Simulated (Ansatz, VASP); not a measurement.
**Mg3PN: VASP beside Ansatz**

```xyz
5
Lattice="4.2948 0.0000 0.0000 0.0000 4.2948 0.0000 0.0000 0.0000 4.2948" Properties=species:S:1:pos:R:3 pbc="T T T"
P     0.0000    0.0000    0.0000
N     2.1474    2.1474    2.1474
Mg    2.1474    2.1474    0.0000
Mg    2.1474    0.0000    2.1474
Mg    0.0000    2.1474    2.1474
```

Alike in both runs: task single point; functional PBE; k mesh 4 × 4 × 4; occupations gaussian, width 0.05 eV; no spin polarisation.

|  | VASP | Ansatz |
| --- | --- | --- |
| version | VASP 6.6.1 | Ansatz 0.2.0 |
| potentials or method | VASP PAW PBE potentials, release 64 (P, N, Mg), cutoff 600 eV | scalar-relativistic, plane waves, PAW |
| valence electrons in the cell | 16 | 40 |

Ansatz gave:

| Property | Result |
| --- | --- |
| gap on the k mesh at the Fermi level (eV) | 1.27 |
| least direct gap on the mesh (eV) | 1.27 |
| pressure (GPa) | -6.2 |

Question: Which values does VASP return?

Answer: gap on the k mesh at the Fermi level (eV): 1.26; least direct gap on the mesh (eV): 1.26; pressure (GPa): -6.5.

VASP's potentials hold 16 valence electrons a cell and Ansatz's 40, so a difference there can come from the potentials and not from the codes.
